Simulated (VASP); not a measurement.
## Sn: single point with PBEsol

Crystal: Sn.

```
Sn
1.0
     3.17803    0.00000    0.00000
    -1.58902    2.75226    0.00000
     0.00000    0.00000    3.11354
Sn
1
Direct
  0.00000 0.00000 0.00000
```

This isn't the form of Sn at room conditions, which is tetragonal (white tin).

| Item | Value |
| --- | --- |
| Program | VASP 6.6.1 |
| Task | single point |
| Functional | PBEsol |
| Potentials or basis | VASP PAW PBE potentials, release 64 (Sn_d) |
| Cutoff | 500 eV |
| k mesh | 6 × 6 × 6 |
| Occupations | gaussian, width 0.1 eV |
| Spin | no spin polarisation |
| Dipole correction | no |
| Further INCAR settings | ALGO = Normal; EDIFF = 1e-06; NBANDS = 13 |

| Item | Value |
| --- | --- |
| Pressure | -0.1 GPa |
| Band gap on the k mesh | zero (bands 7 and 8 overlap by 7.22 eV) |

Stress tensor (GPa, compression positive):
```
-0.09  0.00  0.00
 0.00 -0.09  0.00
 0.00  0.00  0.00
```

Levels at points of the mesh, in eV from the Fermi level:
| k point | band 3 | band 4 | band 5 | band 6 | band 7 | band 8 | band 9 | band 10 | band 11 | band 12 |
| --- | --- | --- | --- | --- | --- | --- | --- | --- | --- | --- |
| (0.00, 0.00, 0.00) | -21.89 | -21.69 | -21.69 | -11.67 | 3.98 | 7.14 | 7.14 | 7.56 | 10.70 | 11.90 |
| (0.50, 0.00, 0.00) | -21.80 | -21.72 | -21.65 | -7.27 | -5.16 | 3.20 | 6.86 | 7.71 | 10.93 | 12.61 |
| (0.00, 0.00, 0.50) | -21.79 | -21.78 | -21.78 | -8.87 | -5.44 | 9.71 | 9.71 | 12.61 | 12.65 | 14.66 |
| (0.50, 0.00, 0.50) | -21.81 | -21.64 | -21.59 | -4.17 | -2.94 | -1.94 | 2.48 | 5.48 | 9.99 | 10.18 |

Run time: 10 s on 1 thread of Intel Xeon 8259CL, with other jobs on the host, peak memory 0.13 GiB.

Caveat: the k points lie up to 0.38 Å⁻¹ apart, too coarse for converged energies and pressures of a metal; the PAW data sets were made with another functional, which shifts forces and pressure a little; spin-orbit coupling is left out, which moves the levels of the heavy elements.
